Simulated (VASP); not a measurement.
A run of VASP 6.6.1:

The input INCAR:

```
PREC = Accurate ; ENCUT = 520
EDIFF = 1E-8 ; ISMEAR = -1
SIGMA = 0.05 ; LREAL = F
LASPH = T ; NELM = 150
ALGO = Normal ; ISIF = 2
LWAVE = F ; LCHARG = F
ISPIN = 2 ; MAGMOM = 1.5
LORBIT = 11 ; LMAXMIX = 4
GGA = PE ; LEFG = T
NBANDS = 15
```

The input KPOINTS:

```
regular mesh
0
Gamma
  20 20 20
```

The input POSCAR:

```
Ni
1.0
    0.0000000000      1.7440558547      1.7440558547
    1.7440558547      0.0000000000      1.7440558547
    1.7440558547      1.7440558547      0.0000000000
Ni
1
Direct
    0.0000000000      0.0000000000      0.0000000000
```

Potentials or basis: VASP PAW PBE potentials, release 64 (Ni).

Run with:

```sh
$ cat potpaw_PBE.64/Ni/POTCAR > POTCAR
$ mpirun -np 1 vasp_std > vasp.out
```

Hardware: 1 thread of Intel(R) Xeon(R) Platinum 8488C (Sapphire Rapids), on a shared host.

Problem. Estimate the wall time of this run.

Solution. Run time: 92 s on 1 thread of Intel(R) Xeon(R) Platinum 8488C (Sapphire Rapids) (shared host), peak memory 0.17 GiB. Counts: scf iterations 16, k points 256.
